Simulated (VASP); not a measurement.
Write the native input for VASP 6.6.1 that does the following.

```yaml
Task: single point
Functional: PBE
Dispersion: D3(BJ)
Potentials_or_basis: VASP PAW PBE potentials, release 64 (Ba_sv, Ti_sv, O, Cl, H)
Cutoff: 520 eV
k_mesh: 2 × 2 × 1
Occupations: fermi-dirac, width 0.05 eV
Spin: no spin polarisation
Dipole_correction: no
Further_INCAR_settings: LREAL = Auto; ALGO = Normal; EDIFF = 1e-06; NBANDS = 78
```

The structure of Ba3Ti3HClO9 lies in POSCAR:

```
Ba3Ti3HClO9
1.0
    5.6545360000      0.0000000000      0.0000000000
   -2.8272680000      4.8969720000      0.0000000000
    0.0000000000      0.0000000000     19.6926520000
Ba Ti O Cl H
3 3 9 1 1
Direct
    0.0000000000      0.0000000000      0.0507803621
    0.6686635849      0.3353705106      0.1375081426
    0.4031337321      0.6672286466      0.2576646355
    0.3333284323      0.6666568647      0.1044450488
    0.0128590706      0.0186441744      0.2121146507
    0.5856136087      0.2611613871      0.3369530930
    0.4967661649      0.9935323298      0.0550306784
    0.0064663514      0.5032293425      0.0550306784
    0.4967629911      0.5032293425      0.0550306784
    0.1723510359      0.3308370969      0.1672349666
    0.7197066143      0.8840360941      0.1611108550
    0.1889157272      0.8641666728      0.1775789264
    0.7521636911      0.4845443266      0.2725280475
    0.2188786548      0.1340011746      0.3078762576
    0.7606932576      0.0781911761      0.3022193253
   -0.0211001189      0.7962063087      0.4131033240
   -0.3155494756      0.6502793971      0.4357970679
```

One way to write it, as run:

INCAR

```
SYSTEM = Ba3Ti3HClO9
ALGO     = Normal         ! electronic algorithm
EDIFF    = 1E-6           ! SCF threshold, eV
ENCUT    = 520            ! plane-wave cutoff, eV
GGA      = PE             ! functional
ISIF     = 2              ! what is computed and relaxed
ISMEAR   = -1             ! smearing method
IVDW     = 12             ! dispersion correction
LASPH    = .TRUE.         ! aspherical terms in the spheres
LCHARG   = .FALSE.        ! write CHGCAR
LREAL    = Auto         
LWAVE    = .FALSE.        ! write WAVECAR
NBANDS   = 78             ! bands
NELM     = 80             ! most SCF steps
PREC     = Accurate       ! precision mode
SIGMA    = 0.05           ! smearing width, eV
```

KPOINTS

```
k-points
0
G
  2 2 1
  0 0 0
```

Potentials or basis: VASP PAW PBE potentials, release 64 (Ba_sv, Ti_sv, O, Cl, H).

Run with:

```sh
$ cat potpaw_PBE.64/Ba_sv/POTCAR potpaw_PBE.64/Ti_sv/POTCAR potpaw_PBE.64/O/POTCAR potpaw_PBE.64/Cl/POTCAR potpaw_PBE.64/H/POTCAR > POTCAR
$ mpirun -np 1 vasp_std > vasp.out
```

It gave:

```json
{
 "Largest force": "5.922 eV/Å",
 "Dispersion energy per atom": "-0.171 eV"
}
```

Caveat: the k points lie up to 0.64 Å⁻¹ apart.

It took 9.3 min on 1 thread of Intel(R) Xeon(R) Platinum 8259CL CPU @ 2.50GHz (Skylake/Cascade Lake) (shared host), peak memory 0.65 GiB.
